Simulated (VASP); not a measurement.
# CdI2 (P-3m1) in VASP: G0W0 quasiparticle levels with HSE06

Aim: the G0W0 quasiparticle levels of CdI2 with HSE06.

Everything below comes from runs of VASP 6.6.1. Logs are shortened: lines on timing, memory, paths and dates and some standing lists are left out, and cuts for length are marked.

### Step 1. The cell of the first run

Symmetry: P-3m1, No. 164, trigonal system. Conventional cell: a = 4.248 Å, b = 4.248 Å, c = 6.884 Å, α = 90.00°, β = 90.00°, γ = 120.00°. Cd (site symmetry -3m) has 6 I at 2.99 Å within 3.9 Å. I (site symmetry 3m) has 3 Cd at 2.99 Å within 3.9 Å.

### Step 2. G0W0 quasiparticle levels, HSE06

POSCAR reads:

```
CdI2
1.0
    4.2483568955      0.0000000000      0.0000000000
   -2.1241784478      3.6791849958      0.0000000000
    0.0000000000      0.0000000000      6.8844152040
Cd I
1 2
Direct
    0.0000000000      0.0000000000      0.0000000000
    0.3333333333      0.6666666667      0.2495592320
    0.6666666667      0.3333333333      0.7504407680
```

INCAR.step1 reads:

```
SYSTEM = CdI2
PREC     = Accurate       ! precision mode
ENCUT    = 500            ! plane-wave cutoff, eV
EDIFF    = 1E-5           ! SCF threshold, eV
ISMEAR   = 0              ! smearing method
SIGMA    = 0.02           ! smearing width, eV
LREAL    = .FALSE.        ! projectors in reciprocal space
LASPH    = .TRUE.         ! aspherical terms in the spheres
NELM     = 100            ! most SCF steps
ALGO     = Normal         ! electronic algorithm
ISIF     = 2              ! what is computed and relaxed
LWAVE    = .TRUE.         ! write WAVECAR
LCHARG   = .FALSE.        ! write CHGCAR
GGA      = PE             ! functional
```

INCAR.step2 reads:

```
SYSTEM = CdI2
PREC     = Accurate       ! precision mode
ENCUT    = 500            ! plane-wave cutoff, eV
EDIFF    = 1E-8           ! SCF threshold, eV
ISMEAR   = 0              ! smearing method
SIGMA    = 0.01           ! smearing width, eV
LREAL    = .FALSE.        ! projectors in reciprocal space
LASPH    = .TRUE.         ! aspherical terms in the spheres
NELM     = 100            ! most SCF steps
ALGO     = Normal         ! electronic algorithm
LWAVE    = .TRUE.         ! write WAVECAR
LCHARG   = .FALSE.        ! write CHGCAR
GGA      = PE             ! functional
LHFCALC  = .TRUE.         ! exact exchange
HFSCREEN = 0.2            ! screening, 1/A
PRECFOCK = Fast         
ISTART   = 1
```

INCAR.step3 reads:

```
SYSTEM = CdI2
PREC     = Accurate       ! precision mode
ENCUT    = 500            ! plane-wave cutoff, eV
EDIFF    = 1E-8           ! SCF threshold, eV
ISMEAR   = 0              ! smearing method
SIGMA    = 0.01           ! smearing width, eV
LREAL    = .FALSE.        ! projectors in reciprocal space
LASPH    = .TRUE.         ! aspherical terms in the spheres
NELM     = 1              ! most SCF steps
ALGO     = Exact          ! electronic algorithm
LWAVE    = .TRUE.         ! write WAVECAR
LCHARG   = .FALSE.        ! write CHGCAR
GGA      = PE             ! functional
LHFCALC  = .TRUE.         ! exact exchange
HFSCREEN = 0.2            ! screening, 1/A
PRECFOCK = Fast         
ISTART   = 1            
NBANDS   = 73             ! bands
LOPTICS  = .TRUE.         ! frequency-dependent dielectric function
```

INCAR.step4 reads:

```
SYSTEM = CdI2
PREC     = Accurate       ! precision mode
ENCUT    = 500            ! plane-wave cutoff, eV
EDIFF    = 1E-8           ! SCF threshold, eV
ISMEAR   = 0              ! smearing method
SIGMA    = 0.01           ! smearing width, eV
LREAL    = .FALSE.        ! projectors in reciprocal space
LASPH    = .TRUE.         ! aspherical terms in the spheres
ALGO     = EVGW0          ! electronic algorithm
LWAVE    = .FALSE.        ! write WAVECAR
LCHARG   = .FALSE.        ! write CHGCAR
GGA      = PE             ! functional
LHFCALC  = .TRUE.         ! exact exchange
HFSCREEN = 0.2            ! screening, 1/A
PRECFOCK = Fast         
ISTART   = 1            
NELMGW   = 1            
NBANDS   = 73             ! bands
ENCUTGW  = 80.0           ! cutoff of the response function
NOMEGA   = 48             ! frequency points
NBANDSGW = 21
```

KPOINTS reads:

```
regular mesh
0
G
  3 3 2
  0 0 0
```

Potentials or basis: VASP PAW PBE potentials, release 64 (Cd_GW, I_GW).

The run is started by

```sh
$ cat potpaw_PBE.64/Cd_GW/POTCAR potpaw_PBE.64/I_GW/POTCAR > POTCAR
$ cp INCAR.step1 INCAR
$ mpirun -np 1 vasp_std > vasp.out
$ cp INCAR.step2 INCAR
$ mpirun -np 1 vasp_std > vasp.out
$ cp INCAR.step3 INCAR
$ mpirun -np 1 vasp_std > vasp.out
$ cp INCAR.step4 INCAR
$ mpirun -np 1 vasp_std > vasp.out
```

OUTCAR:

```text
SYSTEM = CdI2
   PREC = Accurate
   ENCUT = 500
   EDIFF = 1E-8
   ISMEAR = 0
   LREAL = .FALSE.
   LASPH = .TRUE.
   GGA = PE
   LHFCALC = .TRUE.
   HFSCREEN = 0.2
   PRECFOCK = Fast
   ISTART = 1
   NELMGW = 1
   ENCUTGW = 80.0

 ion  position               nearest neighbor table
   1  0.000  0.000  0.000-   2 2.99   3 2.99   2 2.99   3 2.99   3 2.99   2 2.99
   2  0.333  0.667  0.250-   1 2.99   1 2.99   1 2.99
   3  0.667  0.333  0.750-   1 2.99   1 2.99   1 2.99

  LATTYP: Found a hexagonal cell.
 ALAT       =     4.2483568955
 C/A-ratio  =     1.6204889027

  Lattice vectors:

 A1 = (   4.2483568955,   0.0000000000,   0.0000000000)
 A2 = (  -2.1241784478,   3.6791849958,   0.0000000000)
 A3 = (   0.0000000000,   0.0000000000,   6.8844152040)

Analysis of symmetry for initial positions (statically):
=====================================================================
 Subroutine PRICEL returns:
 Original cell was already a primitive cell.

 Routine SETGRP: Setting up the symmetry group for a
 hexagonal supercell.

 Subroutine GETGRP returns: Found 12 space group operations
 (whereof 12 operations were pure point group operations)
 out of a pool of 24 trial point group operations.

The static configuration has the point symmetry D_3d.

Analysis of symmetry for dynamics (positions and initial velocities):
=====================================================================
 Subroutine PRICEL returns:
 Original cell was already a primitive cell.

 Routine SETGRP: Setting up the symmetry group for a
 hexagonal supercell.

 Subroutine GETGRP returns: Found 12 space group operations
 (whereof 12 operations were pure point group operations)
 out of a pool of 24 trial point group operations.

The dynamic configuration has the point symmetry D_3d.

 Subroutine INISYM returns: Found 12 space group operations
 (whereof 12 operations are pure point group operations),
 and found     1 'primitive' translations

----------------------------------------------------------------------------------------

                                     Primitive cell

  volume of cell :     107.6068

  direct lattice vectors                    reciprocal lattice vectors
     4.248356895  0.000000000  0.000000000     0.235385121  0.135899663  0.000000000
    -2.124178448  3.679184996  0.000000000     0.000000000  0.271799325  0.000000000
     0.000000000  0.000000000  6.884415204     0.000000000  0.000000000  0.145255620

  length of vectors
     4.248356895  4.248356895  6.884415204     0.271799325  0.271799325  0.145255620

  position of ions in fractional coordinates (direct lattice)
     0.000000000  0.000000000  0.000000000
     0.333333333  0.666666667  0.249559232
     0.666666667  0.333333333  0.750440768

  ion indices of the primitive-cell ions
   primitive index   ion index
                 1           1
                 2           2
                 3           3

----------------------------------------------------------------------------------------

 KPOINTS: regular mesh

Automatic generation of k-mesh.
 Grid dimensions read from file:
 generate k-points for:    3    3    2

 Generating k-lattice:

  Cartesian coordinates                     Fractional coordinates (reciprocal lattice)
     0.078461707  0.045299888  0.000000000     0.333333333  0.000000000  0.000000000
     0.000000000  0.090599775  0.000000000     0.000000000  0.333333333  0.000000000
     0.000000000  0.000000000  0.072627810     0.000000000  0.000000000  0.500000000

  Length of vectors
     0.090599775  0.090599775  0.072627810

  Shift w.r.t. Gamma in fractional coordinates (k-lattice)
     0.000000000  0.000000000  0.000000000

 Subroutine IBZKPT returns following result:
 ===========================================

 Found      6 irreducible k-points:

 Following reciprocal coordinates:
            Coordinates               Weight
  0.000000  0.000000  0.000000      1.000000
  0.333333  0.000000  0.000000      6.000000
  0.333333  0.333333  0.000000      2.000000
  0.000000  0.000000  0.500000      1.000000
  0.333333  0.000000  0.500000      6.000000
  0.333333  0.333333  0.500000      2.000000
   k-points           NKPTS =      6   k-points in BZ     NKDIM =     18   number of bands    NBANDS=     73
   number of dos      NEDOS =    301   number of ions     NIONS =      3
   total plane-waves  NPLWV =  51200
   dimension x,y,z NGX =    32 NGY =   32 NGZ =   50
   dimension x,y,z NGXF=    64 NGYF=   64 NGZF=  100
   ions per type =               1   2
   NGX,Y,Z   is equivalent  to a cutoff of  12.52, 12.52, 12.07 a.u.
   NGXF,Y,Z  is equivalent  to a cutoff of  25.04, 25.04, 24.15 a.u.
 SYSTEM =  CdI2
   PREC   = accura    normal or accurate (medium, high low for compatibility)
   ISTART =      1    job   : 0-new  1-cont  2-samecut
   ICHARG =      0    charge: 1-file 2-atom 10-const
   ISPIN  =      1    spin polarized calculation?
   LNONCOLLINEAR =      F non collinear calculations
   LSORBIT =      F    spin-orbit coupling
   LASPH  =      T    aspherical Exc in radial PAW
   ENCUT  =  500.0 eV  36.75 Ry    6.06 a.u.   7.75  7.75 12.55*2*pi/ulx,y,z
   NELM   =     60;   NELMIN=  2; NELMDL=  0     # of ELM steps
   EDIFF  = 0.1E-07   stopping-criterion for ELM
   LREAL  =      F    real-space projection
   EDIFFG = 0.1E-06   stopping-criterion for IOM
   NSW    =      0    number of steps for IOM
   IBRION =     -1    ionic relax: 0-MD 1-quasi-New 2-CG
   NFREE  =      0    steps in history (QN), initial steepest desc. (CG)
   ISIF   =      0    stress and relaxation
   ISYM   =      3    0-nonsym 1-usesym 2-fastsym
   POTIM  = 0.5000    time-step for ionic-motion
   TEBEG  =    0.0;   TEEND  =   0.0 temperature during run
   PSTRESS=    0.0 pullay stress
   NELECT =      26.0000    total number of electrons
   NUPDOWN=      -1.0000    fix difference up-down
   EMIN   =  10.00;   EMAX   =-10.00  energy-range for DOS
   EFERMI =   0.00;   METHOD = LEGACY
   ISMEAR =     0;   SIGMA  =   0.01  broadening in eV -4-tet -1-fermi 0-gaus
   EFERMI_NEDOS =   21; number of points for ismear=-14 and -15
   IALGO  =     38    algorithm
   IMIX   =      1    mixing-type and parameters
     AMIX     =   0.40;   BMIX     =  1.00
     AMIX_MAG =   1.60;   BMIX_MAG =  1.00
  volume/ion in A,a.u.               =      35.87       242.06
  Fermi-wavevector in a.u.,A,eV,Ry     =   1.019654  1.926866 14.145893  1.039694
  Thomas-Fermi vector in A             =   2.153180
   LORBIT       =      0    0 simple, 1 ext, 2 COOP (PROOUT), +10 PAW based schemes
   GGA     = PE    functional components
   LHFCALC =     T    Hartree Fock is set to
   PRECFOCK=fast      Normal, Fast or Accurate (Low or Medium for compatibility)
   ENCUT4O =  -1.0   cutoff for four orbital integrals eV
   NKREDX  =     1    reduce k-point grid by
   NKREDY  =     1    reduce k-point grid by
   NKREDZ  =     1    reduce k-point grid by
   AEXX    =    1.0000 exact exchange contribution
   HFSCREEN=    0.0000 screening length (either q_TF or 0.3 A-1)
   HFSCREENC=   0.2000 screening length for correlation (either q_TF or 0.3 A-1)
   ENCUTFOCK=  -1.0 apply spherical cutoff to Coloumb kernel
   IVDW    =     0    specifies the selected vdW correction
   LEPSILON=     F    determine dielectric tensor
   LRPA    =     F    only Hartree local field effects (RPA)
   LRPAFORCE           =     F    calculate RPA forces
   ENCUTGW             =  80.0    cutoff for response function in eV
   ENCUTGWSOFT         =  64.0    soft cutoff for Coulomb kernel in GW response function in eV
   ENCUTLF             =  -1.0    cutoff for local field effects
   NELMGW              =     1    number of iterations in solving QP/BSE equation
   NELMHF              =     1    number of iterations in the inner HF iteration
   NKREDLFX            =     1    NKREDLFY  =   1   NKREDLFZ  =   1
 non-spin polarized calculation
 Gauss-broadening in eV      SIGMA  =   0.01
  energy-cutoff  :      500.00
  volume of cell :      107.61
 maximum number of plane-waves:      2786
 NGX is ok and might be reduce to    32
  NGX = 18; NGY = 18; NGZ = 30
 maximum number of plane-waves:       186
 NGX is ok and might be reduce to    14

 QP shifts <psi_nk| G(iteration)W_0 |psi_nk>: iteration 1
 for sc-GW calculations column KS-energies equals QP-energies in previous step
 and V_xc(KS)=  KS-energies - (<T + V_ion + V_H > + <T+V_H+V_ion>^1  + <V_x>^1)

 k-point   1 :       0.0000    0.0000    0.0000
  band No.  KS-energies  QP-energies   sigma(KS)   V_xc(KS)     V^pw_x(r,r')   Z            occupation Imag(sigma)

      1     -11.1865     -10.3963     -12.3712     -13.4813     -18.8415       0.7119       2.0000       1.2558
      2     -10.3973      -9.5592     -12.6773     -13.8668     -18.9646       0.7047       2.0000       1.1027
      3      -6.9887      -7.3577     -17.8993     -17.4161     -23.3332       0.7635       2.0000       0.2489
      4      -6.9887      -7.3577     -17.8993     -17.4161     -23.3332       0.7635       2.0000       0.2489
      5      -6.8471      -7.2369     -17.8545     -17.3423     -23.1620       0.7611       2.0000       0.1918
      6      -6.7744      -7.1753     -18.0395     -17.5165     -23.3548       0.7664       2.0000       0.1863
[... 13 lines left out ...]
     20      12.2552      12.8088      -7.6804      -8.3729      -4.0451       0.7994       0.0000      -0.1179
     21      12.2552      12.8088      -7.6804      -8.3729      -4.0451       0.7994       0.0000      -0.1179

 k-point   2 :       0.3333    0.0000    0.0000
  band No.  KS-energies  QP-energies   sigma(KS)   V_xc(KS)     V^pw_x(r,r')   Z            occupation Imag(sigma)

      1     -10.6987      -9.8956     -12.5980     -13.7384     -18.9521       0.7041       2.0000       1.1509
      2     -10.3759      -9.5803     -12.9582     -14.0835     -19.2386       0.7070       2.0000       1.0461
      3      -6.9564      -7.3333     -17.9557     -17.4658     -23.3919       0.7693       2.0000       0.2543
      4      -6.8442      -7.2314     -17.8716     -17.3635     -23.1811       0.7620       2.0000       0.1957
      5      -6.7737      -7.1644     -17.9695     -17.4596     -23.2904       0.7662       2.0000       0.1881
      6      -6.7366      -7.1339     -18.0694     -17.5526     -23.3910       0.7688       2.0000       0.1793
[... 13 lines left out ...]
     20      12.2217      12.5955      -7.0030      -7.4702      -3.3405       0.8000       0.0000      -0.1346
     21      13.4538      13.9506      -7.3887      -8.0100      -3.5136       0.7997       0.0000      -0.1779
[... 58 lines left out ...]
      5      -6.7703      -7.1617     -17.9815     -17.4722     -23.3043       0.7686       2.0000       0.1863
      6      -6.7366      -7.1325     -18.0689     -17.5526     -23.3909       0.7665       2.0000       0.1787
[... 13 lines left out ...]
     20      12.4496      12.8761      -7.2480      -7.7822      -3.4505       0.7984       0.0000      -0.1678
     21      13.0975      13.4413      -6.8845      -7.3200      -2.8627       0.7895       0.0000      -0.1830

 k-point   6 :       0.3333    0.3333    0.5000
  band No.  KS-energies  QP-energies   sigma(KS)   V_xc(KS)     V^pw_x(r,r')   Z            occupation Imag(sigma)

      1     -10.3889      -9.5940     -12.9389     -14.0650     -19.2219       0.7059       2.0000       1.0552
      2     -10.3889      -9.5940     -12.9389     -14.0650     -19.2219       0.7059       2.0000       1.0552
      3      -6.7985      -7.1835     -17.9123     -17.4098     -23.2349       0.7662       2.0000       0.2023
      4      -6.7985      -7.1835     -17.9123     -17.4098     -23.2349       0.7662       2.0000       0.2023
      5      -6.7476      -7.1427     -18.0369     -17.5242     -23.3618       0.7707       2.0000       0.1781
      6      -6.7136      -7.0323     -17.8833     -17.4696     -23.2850       0.7702       2.0000       0.2510
[... 13 lines left out ...]
     20      12.0523      12.5024      -7.2823      -7.8434      -3.6431       0.8023       0.0000      -0.1244
     21      12.1938      12.6855      -7.3469      -7.9601      -3.6538       0.8019       0.0000      -0.1219
```

It took 71 min on 1 thread of Intel Xeon 8259CL, shared host; peak memory 2.2 GiB.

Results:

| Quantity | Value |
| --- | --- |
| Quasiparticle gap | 4.19 eV |
| Least direct quasiparticle gap | 4.30 eV |
| Band gap of the starting levels on the mesh | 3.51 eV |
| Least direct gap of the starting levels on the mesh | 3.62 eV |

Caveat: the k points lie up to 0.57 Å⁻¹ apart; bands, screening cutoff and mesh are small and nothing is extrapolated, so the quasiparticle values aren't converged; spin-orbit coupling is left out, which moves the levels of the heavy elements.
